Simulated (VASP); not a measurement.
# CdS (Greenockite) (P6_3mc) in VASP: a series of runs

The runs below take CdS (Greenockite) through single point, relaxation of shape and atoms at fixed volume, with PBE.

Everything below comes from runs of VASP 6.6.1. Logs are shortened: lines on timing, memory, paths and dates and some standing lists are left out, and cuts for length are marked.

### 1 The cell of the first run

The structure is hexagonal, space group P6_3mc (No. 186). Conventional cell: a = 4.279 Å, b = 4.279 Å, c = 6.963 Å, α = 90.00°, β = 90.00°, γ = 120.00°. Within 3.5 Å of Cd (site symmetry 3m) lie 4 S at 2.62 Å. S (site symmetry 3m) has 4 Cd at 2.62 Å within 3.5 Å.

### 2 Single point, PBE (volume scaled by 1.06, then relaxed in part)

The input, INCAR:

```
SYSTEM = CdS
PREC     = Accurate       ! precision mode
ENCUT    = 520            ! plane-wave cutoff, eV
EDIFF    = 1E-6           ! SCF threshold, eV
ISMEAR   = 0              ! smearing method
SIGMA    = 0.02           ! smearing width, eV
LREAL    = .False.        ! projectors in reciprocal space
LASPH    = .True.         ! aspherical terms in the spheres
NELM     = 80             ! most SCF steps
ALGO     = Normal         ! electronic algorithm
ISIF     = 2              ! what is computed and relaxed
LWAVE    = .False.        ! write WAVECAR
LCHARG   = .False.        ! write CHGCAR
GGA      = PE             ! functional
NBANDS   = 26             ! bands
```

The input, KPOINTS:

```
Automatic mesh
0
Gamma
  9 9 4
  0 0 0
```

The input, POSCAR:

```
CdS
1.0
    4.2788674425      0.0000000000      0.0000000000
   -2.1394337213      3.7056079046      0.0000000000
    0.0000000000      0.0000000000      6.9627741964
Cd S
2 2
Direct
    0.3333333333      0.6666666667     -0.0007922000
    0.6666666667      0.3333333333      0.4992078000
    0.3333333333      0.6666666667      0.3757922000
    0.6666666667      0.3333333333      0.8757922000
```

Potentials or basis: VASP PAW PBE potentials, release 64 (Cd, S).

Command:

```console
$ cat potpaw_PBE.64/Cd/POTCAR potpaw_PBE.64/S/POTCAR > POTCAR
$ mpirun -np 1 vasp_std > vasp.out
```

OUTCAR:

```text
SYSTEM = CdS
   PREC = Accurate
   ENCUT = 520
   EDIFF = 1E-6
   ISMEAR = 0
   LREAL = .False.
   LASPH = .True.
   NELM = 80
   ISIF = 2
   GGA = PE

 ion  position               nearest neighbor table
   1  0.333  0.667  0.999-   4 2.62   4 2.62   4 2.62   3 2.62
   2  0.667  0.333  0.499-   3 2.62   3 2.62   3 2.62   4 2.62
   3  0.333  0.667  0.376-   2 2.62   2 2.62   2 2.62   1 2.62
   4  0.667  0.333  0.876-   1 2.62   1 2.62   1 2.62   2 2.62

  LATTYP: Found a hexagonal cell.
 ALAT       =     4.2788674425
 C/A-ratio  =     1.6272469970

  Lattice vectors:

 A1 = (   4.2788674425,   0.0000000000,   0.0000000000)
 A2 = (  -2.1394337213,   3.7056079046,   0.0000000000)
 A3 = (   0.0000000000,   0.0000000000,   6.9627741964)

Analysis of symmetry for initial positions (statically):
=====================================================================
 Subroutine PRICEL returns:
 Original cell was already a primitive cell.

 Routine SETGRP: Setting up the symmetry group for a
 hexagonal supercell.

 Subroutine GETGRP returns: Found 12 space group operations
 (whereof  6 operations were pure point group operations)
 out of a pool of 24 trial point group operations.

The static configuration has the point symmetry C_3v.
 The point group associated with its full space group is C_6v.

Analysis of symmetry for dynamics (positions and initial velocities):
=====================================================================
 Subroutine PRICEL returns:
 Original cell was already a primitive cell.

 Routine SETGRP: Setting up the symmetry group for a
 hexagonal supercell.

 Subroutine GETGRP returns: Found 12 space group operations
 (whereof  6 operations were pure point group operations)
 out of a pool of 24 trial point group operations.

The dynamic configuration has the point symmetry C_3v.
 The point group associated with its full space group is C_6v.

 Subroutine INISYM returns: Found 12 space group operations
 (whereof  6 operations are pure point group operations),
 and found     1 'primitive' translations

----------------------------------------------------------------------------------------

                                     Primitive cell

  volume of cell :     110.4004

  direct lattice vectors                    reciprocal lattice vectors
     4.278867443  0.000000000  0.000000000     0.233706702  0.134930628  0.000000000
    -2.139433721  3.705607905  0.000000000     0.000000000  0.269861255  0.000000000
     0.000000000  0.000000000  6.962774196     0.000000000  0.000000000  0.143620915

  length of vectors
     4.278867443  4.278867442  6.962774196     0.269861255  0.269861255  0.143620915

  position of ions in fractional coordinates (direct lattice)
     0.333333333  0.666666667  0.999207800
     0.666666667  0.333333333  0.499207800
     0.333333333  0.666666667  0.375792200
     0.666666667  0.333333333  0.875792200

  ion indices of the primitive-cell ions
   primitive index   ion index
                 1           1
                 2           2
                 3           3
                 4           4

----------------------------------------------------------------------------------------

 KPOINTS: Automatic mesh

Automatic generation of k-mesh.
 Grid dimensions read from file:
 generate k-points for:    9    9    4

 Generating k-lattice:

  Cartesian coordinates                     Fractional coordinates (reciprocal lattice)
     0.025967411  0.014992292  0.000000000     0.111111111 -0.000000000  0.000000000
     0.000000000  0.029984584  0.000000000     0.000000000  0.111111111  0.000000000
     0.000000000  0.000000000  0.035905229     0.000000000  0.000000000  0.250000000

  Length of vectors
     0.029984584  0.029984584  0.035905229

  Shift w.r.t. Gamma in fractional coordinates (k-lattice)
     0.000000000  0.000000000  0.000000000

 Subroutine IBZKPT returns following result:
 ===========================================

 Found     36 irreducible k-points:

 Following reciprocal coordinates:
            Coordinates               Weight
  0.000000  0.000000  0.000000      1.000000
  0.111111  0.000000  0.000000      6.000000
  0.222222  0.000000  0.000000      6.000000
  0.333333  0.000000  0.000000      6.000000
  0.444444  0.000000  0.000000      6.000000
  0.111111  0.111111  0.000000      6.000000
[... 16 lines left out ...]
  0.333333  0.222222  0.250000     24.000000
  0.333333  0.333333  0.250000      4.000000
 [... further k-points ...]
   k-points           NKPTS =     36   k-points in BZ     NKDIM =     36   number of bands    NBANDS=     26
   number of dos      NEDOS =    301   number of ions     NIONS =      4
   total plane-waves  NPLWV =  55296
   dimension x,y,z NGX =    32 NGY =   32 NGZ =   54
   dimension x,y,z NGXF=    64 NGYF=   64 NGZF=  108
   ions per type =               2   2
   NGX,Y,Z   is equivalent  to a cutoff of  12.43, 12.43, 12.89 a.u.
   NGXF,Y,Z  is equivalent  to a cutoff of  24.87, 24.87, 25.79 a.u.
 SYSTEM =  CdS
   PREC   = accura    normal or accurate (medium, high low for compatibility)
   ISTART =      0    job   : 0-new  1-cont  2-samecut
   ICHARG =      2    charge: 1-file 2-atom 10-const
   ISPIN  =      1    spin polarized calculation?
   LNONCOLLINEAR =      F non collinear calculations
   LSORBIT =      F    spin-orbit coupling
   LASPH  =      T    aspherical Exc in radial PAW
   ENCUT  =  520.0 eV  38.22 Ry    6.18 a.u.   7.96  7.96 12.95*2*pi/ulx,y,z
   NELM   =     80;   NELMIN=  2; NELMDL= -5     # of ELM steps
   EDIFF  = 0.1E-05   stopping-criterion for ELM
   LREAL  =      F    real-space projection
   EDIFFG = 0.1E-04   stopping-criterion for IOM
   NSW    =      0    number of steps for IOM
   IBRION =     -1    ionic relax: 0-MD 1-quasi-New 2-CG
   NFREE  =      0    steps in history (QN), initial steepest desc. (CG)
   ISIF   =      2    stress and relaxation
   ISYM   =      2    0-nonsym 1-usesym 2-fastsym
   POTIM  = 0.5000    time-step for ionic-motion
   TEBEG  =    0.0;   TEEND  =   0.0 temperature during run
   PSTRESS=    0.0 pullay stress
   NELECT =      36.0000    total number of electrons
   NUPDOWN=      -1.0000    fix difference up-down
   EMIN   =  10.00;   EMAX   =-10.00  energy-range for DOS
   EFERMI =   0.00;   METHOD = LEGACY
   ISMEAR =     0;   SIGMA  =   0.02  broadening in eV -4-tet -1-fermi 0-gaus
   EFERMI_NEDOS =   21; number of points for ismear=-14 and -15
   IALGO  =     38    algorithm
   IMIX   =      4    mixing-type and parameters
     AMIX     =   0.40;   BMIX     =  1.00
     AMIX_MAG =   1.60;   BMIX_MAG =  1.00
  volume/ion in A,a.u.               =      27.60       186.25
  Fermi-wavevector in a.u.,A,eV,Ry     =   1.126814  2.129369 17.275442  1.269709
  Thomas-Fermi vector in A             =   2.263497
   LORBIT       =      0    0 simple, 1 ext, 2 COOP (PROOUT), +10 PAW based schemes
   GGA     = PE    functional components
   LHFCALC =     F    Hartree Fock is set to
   AEXX    =    0.0000 exact exchange contribution
   IVDW    =     0    specifies the selected vdW correction
   LEPSILON=     F    determine dielectric tensor
   LRPA    =     F    only Hartree local field effects (RPA)
 non-spin polarized calculation
 Gauss-broadening in eV      SIGMA  =   0.02
  energy-cutoff  :      520.00
  volume of cell :      110.40
 maximum number of plane-waves:      3012
 NGX is ok and might be reduce to    32
   NGX = 15   NGY = 15   NGZ = 25

 number of electron      35.9999998 magnetization

 Free energy of the ion-electron system (eV)
  ---------------------------------------------------
  ext. energy  EPLUGINS =         0.00000000
  ---------------------------------------------------
  free energy    TOTEN  =       -12.25437686 eV

  energy without entropy =      -12.25437686  energy(sigma->0) =      -12.25437686

 E-fermi :   0.6102     XC(G=0):  -8.6551

 val. band max:        0.4634728559   @ k =   0.0000   0.0000   0.0000
 cond. band min:       1.4350417723   @ k =   0.0000   0.0000   0.0000
 fundamental gap:      0.9715689164
 Fermi energy:         0.6101853045

 k-point     1 :       0.0000    0.0000    0.0000
  band No.  band energies     occupation
      1     -11.3149      2.00000
      2     -10.9768      2.00000
      3      -6.9311      2.00000
      4      -6.9263      2.00000
      5      -6.9263      2.00000
      6      -6.8634      2.00000
[... 18 lines left out ...]
     25       7.9440      0.00000
     26       7.9440      0.00000

 k-point     2 :       0.1111    0.0000    0.0000
  band No.  band energies     occupation
      1     -11.2802      2.00000
      2     -10.9614      2.00000
      3      -6.9208      2.00000
      4      -6.9126      2.00000
      5      -6.8959      2.00000
      6      -6.8472      2.00000
[... 18 lines left out ...]
     25       7.7755      0.00000
     26       8.1783      0.00000

 k-point     3 :       0.2222    0.0000    0.0000
  band No.  band energies     occupation
      1     -11.1897      2.00000
      2     -10.9250      2.00000
      3      -6.8916      2.00000
      4      -6.8817      2.00000
      5      -6.8184      2.00000
      6      -6.7971      2.00000
[... 18 lines left out ...]
     25       8.0875      0.00000
     26       8.7999      0.00000

 k-point     4 :       0.3333    0.0000    0.0000
  band No.  band energies     occupation
      1     -11.0793      2.00000
      2     -10.8907      2.00000
      3      -6.8653      2.00000
      4      -6.8547      2.00000
      5      -6.7545      2.00000
      6      -6.7441      2.00000
[... 18 lines left out ...]
     25       8.7256      0.00000
     26       8.9311      0.00000

 k-point     5 :       0.4444    0.0000    0.0000
  band No.  band energies     occupation
      1     -10.9971      2.00000
      2     -10.8783      2.00000
      3      -6.8530      2.00000
      4      -6.8427      2.00000
      5      -6.7115      2.00000
      6      -6.7099      2.00000
[... 18 lines left out ...]
     25       8.7643      0.00000
     26       9.8742      0.00000

 k-point     6 :       0.1111    0.1111    0.0000
  band No.  band energies     occupation
      1     -11.2176      2.00000
      2     -10.9356      2.00000
      3      -6.8984      2.00000
      4      -6.8918      2.00000
      5      -6.8407      2.00000
      6      -6.8201      2.00000
[... 427 lines left out ...]
 k-point    21 :       0.4444    0.1111    0.2500
  band No.  band energies     occupation
      1     -10.9550      2.00000
      2     -10.8889      2.00000
      3      -6.8394      2.00000
      4      -6.8243      2.00000
      5      -6.7523      2.00000
      6      -6.7245      2.00000
[... 18 lines left out ...]
     25       8.6293      0.00000
     26       9.6846      0.00000

 k-point    22 :       0.2222    0.2222    0.2500
  band No.  band energies     occupation
      1     -11.0019      2.00000
      2     -10.8987      2.00000
      3      -6.8439      2.00000
      4      -6.8258      2.00000
      5      -6.7633      2.00000
      6      -6.7467      2.00000
[... 18 lines left out ...]
     25       8.3033      0.00000
     26       9.2487      0.00000

 k-point    23 :       0.3333    0.2222    0.2500
  band No.  band energies     occupation
      1     -10.9402      2.00000
      2     -10.8887      2.00000
      3      -6.8416      2.00000
      4      -6.8023      2.00000
      5      -6.7530      2.00000
      6      -6.7250      2.00000
[... 18 lines left out ...]
     25       8.8496      0.00000
     26       9.4141      0.00000

 k-point    24 :       0.3333    0.3333    0.2500
  band No.  band energies     occupation
      1     -10.9023      2.00000
      2     -10.9023      2.00000
      3      -6.8447      2.00000
      4      -6.7679      2.00000
      5      -6.7679      2.00000
      6      -6.7195      2.00000
[... 18 lines left out ...]
     25       9.4493      0.00000
     26       9.4650      0.00000

 [... further k-points ...]
[... 5 lines left out ...]
  --------------------------------------------------------------------------------------
  -------------------------------------------------------------------------------------
  Total       -1.7160274     -1.7160274     -1.7076716      0.0000000      0.0000000     -0.0000000
  in kB      -24.9037182    -24.9037182    -24.7824546      0.0000000      0.0000000     -0.0000000
  external PRESSURE =     -24.8632970 kB  Pullay stress =       0.0000000 kB

 VOLUME and BASIS-vectors are now :
 -----------------------------------------------------------------------------
  energy-cutoff  :      520.00
  volume of cell :      110.40
      direct lattice vectors                 reciprocal lattice vectors
     4.278867443  0.000000000  0.000000000     0.233706702  0.134930628  0.000000000
    -2.139433721  3.705607905  0.000000000     0.000000000  0.269861255  0.000000000
     0.000000000  0.000000000  6.962774196     0.000000000  0.000000000  0.143620915

 POSITION                                       TOTAL-FORCE (eV/Angst)
 -----------------------------------------------------------------------------------
     -0.00000      2.47041      6.95726        -0.000000     -0.000000     -0.002621
      2.13943      1.23520      3.47587         0.000000      0.000000     -0.002621
     -0.00000      2.47041      2.61656        -0.000000      0.000000      0.002621
      2.13943      1.23520      6.09794        -0.000000     -0.000000      0.002621
 -----------------------------------------------------------------------------------
    total drift:                               -0.000000     -0.000000      0.000182

  FREE ENERGIE OF THE ION-ELECTRON SYSTEM (eV)
  ---------------------------------------------------
  free  energy   TOTEN  =       -12.2543768639 eV

  energy  without entropy=      -12.2543768639  energy(sigma->0) =      -12.25437686
```

It took 45 s on 1 thread of Intel Xeon Platinum 8488C (Sapphire Rapids), shared host; peak memory 0.26 GiB.

What came out:

```
Free energy            : -12.2544 eV
Pressure               : -2.5 GPa
Band gap on the k mesh : 0.97 eV, direct
```

Forces on the atoms (eV/Å):
```
Cd   0.000  0.000 -0.003
Cd   0.000  0.000 -0.003
S    0.000  0.000  0.003
S    0.000  0.000  0.003
```

Levels at points of the mesh, in eV from the valence-band top:
| k point | band 16 | band 17 | band 18 | band 19 | band 20 | band 21 |
| --- | --- | --- | --- | --- | --- | --- |
| (0.00, 0.00, 0.00) | -0.03 | 0.00 | 0.00 | 0.97 | 2.64 | 6.47 |
| (0.00, 0.00, 0.50) | -0.32 | -0.32 | -0.32 | 2.61 | 2.61 | 6.06 |

### 3 Single point, PBE (volume scaled by 1.10, then relaxed in part)

The input, INCAR:

```
SYSTEM = CdS
  PREC = Accurate
  ENCUT = 520
  EDIFF = 1E-6
  ISMEAR = 0
  SIGMA = 0.02
  LREAL = .FALSE.
  LASPH = .TRUE.
  NELM = 100
  ALGO = Normal
  ISIF = 2
  LWAVE = .FALSE.
  LCHARG = .FALSE.
  GGA = PE
  NBANDS = 26
```

The input, KPOINTS:

```
regular mesh
0
G
  9 9 4
  0 0 0
```

The input, POSCAR:

```
CdS
1.0
    4.3320265109      0.0000000000      0.0000000000
   -2.1660132555      3.7516450083      0.0000000000
    0.0000000000      0.0000000000      7.0492771308
Cd S
2 2
Direct
    0.3333333333      0.6666666667     -0.0007922000
    0.6666666667      0.3333333333      0.4992078000
    0.3333333333      0.6666666667      0.3757922000
    0.6666666667      0.3333333333      0.8757922000
```

Potentials or basis: VASP PAW PBE potentials, release 64 (Cd, S).

Command:

```console
$ cat potpaw_PBE.64/Cd/POTCAR potpaw_PBE.64/S/POTCAR > POTCAR
$ mpirun -np 1 vasp_std > vasp.out
```

It took 50 s on 1 thread of Intel Xeon Platinum 8488C (Sapphire Rapids), shared host; peak memory 0.26 GiB.

Results (log left out):

```
Free energy            : -12.1713 eV
Pressure               : -3.9 GPa
Largest force          : 0.004 eV/Å
Band gap on the k mesh : 0.88 eV, direct
```

Forces on the atoms (eV/Å):
```
Cd   0.000  0.000 -0.004
Cd   0.000  0.000 -0.004
S    0.000  0.000  0.004
S    0.000  0.000  0.004
```

Levels at points of the mesh, in eV from the valence-band top:
| k point | band 15 | band 16 | band 17 | band 18 | band 19 | band 20 | band 21 | band 22 |
| --- | --- | --- | --- | --- | --- | --- | --- | --- |
| (0.00, 0.00, 0.00) | -0.58 | -0.03 | 0.00 | 0.00 | 0.88 | 2.58 | 6.45 | 6.45 |
| (0.00, 0.00, 0.50) | -0.30 | -0.30 | -0.30 | -0.30 | 2.52 | 2.52 | 6.01 | 6.01 |

(Continued in part 2 of 2.)
